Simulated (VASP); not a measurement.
# AsSe4 (I-43m) in VASP: a series of runs

The runs below take AsSe4 through single point, relaxation of cell and atoms, with PBE.

Program: VASP 6.6.1. These are calculated values, not measurements. Logs are shortened: lines on timing, memory, paths and dates and some standing lists are left out, and cuts for length are marked.

### Step 1. The cell of the first run

Symmetry: I-43m, No. 217, cubic system. Conventional cell: a = 6.424 Å, b = 6.424 Å, c = 6.424 Å, α = 90.00°, β = 90.00°, γ = 90.00°. Within 3.2 Å of As (site symmetry -43m) lie 8 Se at 2.43 to 3.13 Å. Within 3.3 Å of Se (site symmetry 3m) lie 2 As at 2.43 to 3.13 Å and 6 Se at 3.26 Å.

The cell was generated, and may not be a known phase.

### Step 2. Single point, PBE

The input, INCAR:

```
PREC = Accurate
ENCUT = 520
EDIFF = 1E-6
ISMEAR = 0
SIGMA = 0.1
LREAL = F
LASPH = T
NELM = 60
ALGO = Normal
ISIF = 2
LWAVE = F
LCHARG = F
GGA = PE
NBANDS = 22
```

The input, KPOINTS:

```
regular mesh
0
Gamma
  4 4 4
```

The input, POSCAR:

```
AsSe4
1.0
   -3.2120553833      3.2120553833      3.2120553833
    3.2120553833     -3.2120553833      3.2120553833
    3.2120553833      3.2120553833     -3.2120553833
As Se
1 4
Direct
    0.0000000000      0.0000000000      0.0000000000
    0.4367677988      0.4367677988      0.4367677988
    0.5632322012      0.0000000000      0.0000000000
    0.0000000000      0.0000000000      0.5632322012
    0.0000000000      0.5632322012      0.0000000000
```

Potentials or basis: VASP PAW PBE potentials, release 64 (As, Se).

Launch:

```
$ cat potpaw_PBE.64/As/POTCAR potpaw_PBE.64/Se/POTCAR > POTCAR
$ mpirun -np 1 vasp_std > vasp.out
```

OUTCAR:

```text
PREC = Accurate
   ENCUT = 520
   EDIFF = 1E-6
   ISMEAR = 0
   LREAL = F
   LASPH = T
   NELM = 60
   ISIF = 2
   GGA = PE

 ion  position               nearest neighbor table
   1  0.000  0.000  0.000-   2 2.43   3 2.43   4 2.43   5 2.43
   2  0.437  0.437  0.437-   1 2.43
   3  0.563  0.000  0.000-   1 2.43
   4  0.000  0.000  0.563-   1 2.43
   5  0.000  0.563  0.000-   1 2.43

  LATTYP: Found a body centered cubic cell.
 ALAT       =     6.4241107666

  Lattice vectors:

 A1 = (  -3.2120553833,   3.2120553833,   3.2120553833)
 A2 = (   3.2120553833,  -3.2120553833,   3.2120553833)
 A3 = (   3.2120553833,   3.2120553833,  -3.2120553833)

Analysis of symmetry for initial positions (statically):
=====================================================================
 Subroutine PRICEL returns:
 Original cell was already a primitive cell.

 Routine SETGRP: Setting up the symmetry group for a
 body centered cubic supercell.

 Subroutine GETGRP returns: Found 24 space group operations
 (whereof 24 operations were pure point group operations)
 out of a pool of 48 trial point group operations.

The static configuration has the point symmetry T_d .

Analysis of symmetry for dynamics (positions and initial velocities):
=====================================================================
 Subroutine PRICEL returns:
 Original cell was already a primitive cell.

 Routine SETGRP: Setting up the symmetry group for a
 body centered cubic supercell.

 Subroutine GETGRP returns: Found 24 space group operations
 (whereof 24 operations were pure point group operations)
 out of a pool of 48 trial point group operations.

The dynamic configuration has the point symmetry T_d .

 Subroutine INISYM returns: Found 24 space group operations
 (whereof 24 operations are pure point group operations),
 and found     1 'primitive' translations

----------------------------------------------------------------------------------------

                                     Primitive cell

  volume of cell :     132.5590

[... 72 lines left out ...]
   LNONCOLLINEAR =      F non collinear calculations
   LSORBIT =      F    spin-orbit coupling
   LASPH  =      T    aspherical Exc in radial PAW
   ENCUT  =  520.0 eV  38.22 Ry    6.18 a.u.  10.34 10.34 10.34*2*pi/ulx,y,z
   NELM   =     60;   NELMIN=  2; NELMDL= -5     # of ELM steps
   EDIFF  = 0.1E-05   stopping-criterion for ELM
   LREAL  =      F    real-space projection
   EDIFFG = 0.1E-04   stopping-criterion for IOM
   NSW    =      0    number of steps for IOM
   IBRION =     -1    ionic relax: 0-MD 1-quasi-New 2-CG
   NFREE  =      0    steps in history (QN), initial steepest desc. (CG)
   ISIF   =      2    stress and relaxation
   ISYM   =      2    0-nonsym 1-usesym 2-fastsym
   POTIM  = 0.5000    time-step for ionic-motion
   TEBEG  =    0.0;   TEEND  =   0.0 temperature during run
   PSTRESS=    0.0 pullay stress
   NELECT =      29.0000    total number of electrons
   NUPDOWN=      -1.0000    fix difference up-down
   EMIN   =  10.00;   EMAX   =-10.00  energy-range for DOS
   EFERMI =   0.00;   METHOD = LEGACY
   ISMEAR =     0;   SIGMA  =   0.10  broadening in eV -4-tet -1-fermi 0-gaus
   EFERMI_NEDOS =   21; number of points for ismear=-14 and -15
   IALGO  =     38    algorithm
   IMIX   =      4    mixing-type and parameters
     AMIX     =   0.40;   BMIX     =  1.00
     AMIX_MAG =   1.60;   BMIX_MAG =  1.00
  volume/ion in A,a.u.               =      26.51       178.91
  Fermi-wavevector in a.u.,A,eV,Ry     =   0.986441  1.864103 13.239366  0.973066
  Thomas-Fermi vector in A             =   2.117822
   LORBIT       =      0    0 simple, 1 ext, 2 COOP (PROOUT), +10 PAW based schemes
   GGA     = PE    functional components
   LHFCALC =     F    Hartree Fock is set to
   AEXX    =    0.0000 exact exchange contribution
   IVDW    =     0    specifies the selected vdW correction
   LEPSILON=     F    determine dielectric tensor
   LRPA    =     F    only Hartree local field effects (RPA)
 non-spin polarized calculation
 Gauss-broadening in eV      SIGMA  =   0.10
  energy-cutoff  :      520.00
  volume of cell :      132.56
 maximum number of plane-waves:      3592
 NGX is ok and might be reduce to    42
   NGX = 21   NGY = 21   NGZ = 21

 number of electron      29.0000001 magnetization

 Free energy of the ion-electron system (eV)
  ---------------------------------------------------
  ext. energy  EPLUGINS =         0.00000000
  ---------------------------------------------------
  free energy    TOTEN  =       -16.68906441 eV

  energy without entropy =      -16.65210006  energy(sigma->0) =      -16.67058224

 E-fermi :   2.7594     XC(G=0):  -9.0061

 val. band max:        2.7281313162   @ k =   0.2500   0.0000   0.0000
 cond. band min:       2.7908784082   @ k =  -0.2500   0.2500   0.2500
 fundamental gap:      0.0627470921
 Fermi energy:         2.7594353532

 k-point     1 :       0.0000    0.0000    0.0000
  band No.  band energies     occupation
      1     -12.5044      2.00000
      2      -9.4223      2.00000
      3      -9.4223      2.00000
      4      -9.4223      2.00000
      5      -6.5480      2.00000
      6      -3.2343      2.00000
[... 189 lines left out ...]
     21      10.7483      0.00000
     22      10.7483      0.00000

------------------------ aborting loop because EDIFF is reached ----------------------------------------

  FORCE on cell =-STRESS in cart. coord.  units (eV):
  Direction    XX          YY          ZZ          XY          YZ          ZX
  --------------------------------------------------------------------------------------
  -------------------------------------------------------------------------------------
  Total       -0.1089300     -0.1089300     -0.1089300      0.0000000      0.0000000      0.0000000
  in kB       -1.3165848     -1.3165848     -1.3165848      0.0000000      0.0000000      0.0000000
  external PRESSURE =      -1.3165848 kB  Pullay stress =       0.0000000 kB

 VOLUME and BASIS-vectors are now :
 -----------------------------------------------------------------------------
  energy-cutoff  :      520.00
  volume of cell :      132.56
      direct lattice vectors                 reciprocal lattice vectors
    -3.212055383  3.212055383  3.212055383     0.000000000  0.155663568  0.155663568
     3.212055383 -3.212055383  3.212055383     0.155663568  0.000000000  0.155663568
     3.212055383  3.212055383 -3.212055383     0.155663568  0.155663568  0.000000000

 POSITION                                       TOTAL-FORCE (eV/Angst)
 -----------------------------------------------------------------------------------
      0.00000      0.00000      0.00000        -0.000000      0.000000      0.000000
      1.40292      1.40292      1.40292        -0.027109     -0.027109     -0.027109
     -1.80913      1.80913      1.80913        -0.027109      0.027109      0.027109
      1.80913      1.80913     -1.80913         0.027109      0.027109     -0.027109
      1.80913     -1.80913      1.80913         0.027109     -0.027109      0.027109
 -----------------------------------------------------------------------------------
    total drift:                               -0.000001     -0.000001     -0.000002

  FREE ENERGIE OF THE ION-ELECTRON SYSTEM (eV)
  ---------------------------------------------------
  free  energy   TOTEN  =       -16.6890644100 eV

  energy  without entropy=      -16.6521000620  energy(sigma->0) =      -16.67058224
```

Wall time 18 s (1 thread of Intel Xeon 6975P-C (Granite Rapids), shared host); peak memory 0.24 GiB.

Results:

```yaml
Free_energy: -16.6891 eV
Pressure: -0.1 GPa
Largest_force: 0.047 eV/Å
Band_gap_on_the_k_mesh: zero (an odd number of electrons rules out a gap without spin polarisation)
```

Forces on the atoms (eV/Å):
```
As   0.000  0.000  0.000
Se  -0.027 -0.027 -0.027
Se  -0.027  0.027  0.027
Se   0.027  0.027 -0.027
Se   0.027 -0.027  0.027
```

### Step 3. Single point, PBE

This run uses another cell than the first one, of 34.43 Å³/atom.

The input, INCAR:

```
SYSTEM = AsSe4
ALGO     = Normal         ! electronic algorithm
EDIFF    = 1E-6           ! SCF threshold, eV
ENCUT    = 520            ! plane-wave cutoff, eV
GGA      = PE             ! functional
ISIF     = 2              ! what is computed and relaxed
ISMEAR   = 0              ! smearing method
LASPH    = .True.         ! aspherical terms in the spheres
LCHARG   = .False.        ! write CHGCAR
LREAL    = .False.        ! projectors in reciprocal space
LWAVE    = .False.        ! write WAVECAR
NBANDS   = 22             ! bands
NELM     = 100            ! most SCF steps
PREC     = Accurate       ! precision mode
SIGMA    = 0.1            ! smearing width, eV
```

The input, KPOINTS:

```
k-points
0
Gamma
  4 4 4
  0 0 0
```

The input, POSCAR:

```
AsSe4
1.0
   -3.5043456500      3.5043456500      3.5043456500
    3.5043456500     -3.5043456500      3.5043456500
    3.5043456500      3.5043456500     -3.5043456500
As Se
1 4
Direct
    0.0000000000      0.0000000000      0.0000000000
    0.3495999900      0.3495999900      0.3495999900
    0.6504000100      0.0000000000      0.0000000000
    0.0000000000      0.0000000000      0.6504000100
    0.0000000000      0.6504000100      0.0000000000
```

Potentials or basis: VASP PAW PBE potentials, release 64 (As, Se).

Launch:

```
$ cat potpaw_PBE.64/As/POTCAR potpaw_PBE.64/Se/POTCAR > POTCAR
$ mpirun -np 1 vasp_std > vasp.out
```

Run time: 28 s. Hardware: 1 thread of Intel Xeon 6975P-C (Granite Rapids), shared host; peak memory 0.32 GiB.

Results (log left out):

| Quantity | Value |
| --- | --- |
| Free energy | -14.4443 eV |
| Pressure | 10.1 GPa |
| Largest force | 4.288 eV/Å |
| Band gap on the k mesh | zero (an odd number of electrons rules out a gap without spin polarisation) |

Forces in eV/Å, atoms in the order of the input:
```
As   0.000  0.000  0.000
Se   2.475  2.475  2.475
Se   2.475 -2.475 -2.475
Se  -2.475 -2.475  2.475
Se  -2.475  2.475 -2.475
```

Levels at points of the mesh, in eV from the Fermi level:
| k point | band 13 | band 14 | band 15 | band 16 | band 17 | band 18 |
| --- | --- | --- | --- | --- | --- | --- |
| (0.00, 0.00, 0.00) | -0.82 | -0.11 | -0.11 | -0.11 | 4.09 | 5.81 |
| (0.50, 0.00, 0.00) | -0.77 | -0.08 | -0.07 | 0.25 | 3.69 | 4.68 |
| (0.50, 0.50, 0.50) | -1.56 | 0.67 | 0.67 | 0.67 | 2.53 | 5.22 |

Caveat: the cell stands under pressure; forces of over 1 eV/Å act on the atoms, so gaps and moduli don't describe the material at rest.

### Step 4. Single point, PBE

This run uses another cell than the first one, of 26.79 Å³/atom.

The input, INCAR:

```
ALGO = Normal
EDIFF = 1E-6
ENCUT = 520
GGA = PE
ISIF = 2
ISMEAR = 0
LASPH = T
LCHARG = F
LREAL = F
LWAVE = F
NBANDS = 22
NELM = 100
PREC = Accurate
SIGMA = 0.1
```

The input, KPOINTS:

```
k-points
0
Gamma
  8 8 8
```

The input, POSCAR:

```
AsSe4
1.0
   -3.2233217277      3.2233217277      3.2233217277
    3.2233217277     -3.2233217277      3.2233217277
    3.2233217277      3.2233217277     -3.2233217277
As Se
1 4
Direct
    0.0000000000      0.0000000000      0.0000000000
    0.4310105026      0.4310105026      0.4310105026
    0.5689894974      0.0000000000      0.0000000000
    0.0000000000      0.0000000000      0.5689894974
    0.0000000000      0.5689894974      0.0000000000
```

Launch:

```
$ cat potpaw_PBE.64/As/POTCAR potpaw_PBE.64/Se/POTCAR > POTCAR
$ mpirun -np 1 vasp_std > vasp.out
```

Run time: 59 s. Hardware: 1 thread of Intel Xeon 6975P-C (Granite Rapids), shared host; peak memory 0.28 GiB.

Results (log left out):

```
Free energy            : -16.6719 eV
Pressure               : 0.1 GPa
Largest force          : 0.023 eV/Å
Band gap on the k mesh : zero (an odd number of electrons rules out a gap without spin polarisation)
```

Forces on the atoms (eV/Å):
```
As   0.000  0.000  0.000
Se   0.013  0.013  0.013
Se   0.013 -0.013 -0.013
Se  -0.013 -0.013  0.013
Se  -0.013  0.013 -0.013
```

Levels at points of the mesh, in eV from the Fermi level:
| k point | band 11 | band 12 | band 13 | band 14 | band 15 | band 16 | band 17 | band 18 |
| --- | --- | --- | --- | --- | --- | --- | --- | --- |
| (0.00, 0.00, 0.00) | -2.86 | 0.05 | 0.05 | 0.05 | 0.64 | 0.64 | 2.02 | 5.12 |
| (0.50, 0.00, 0.00) | -2.32 | -1.88 | -0.82 | -0.82 | -0.59 | -0.26 | 1.50 | 2.33 |
| (0.50, 0.50, 0.50) | -2.10 | -2.10 | -2.10 | -0.01 | 1.11 | 1.11 | 1.11 | 2.72 |

[end of part 1 of 2]

The gap in the log of VASP goes by the Fermi energy; the results here count the filled bands.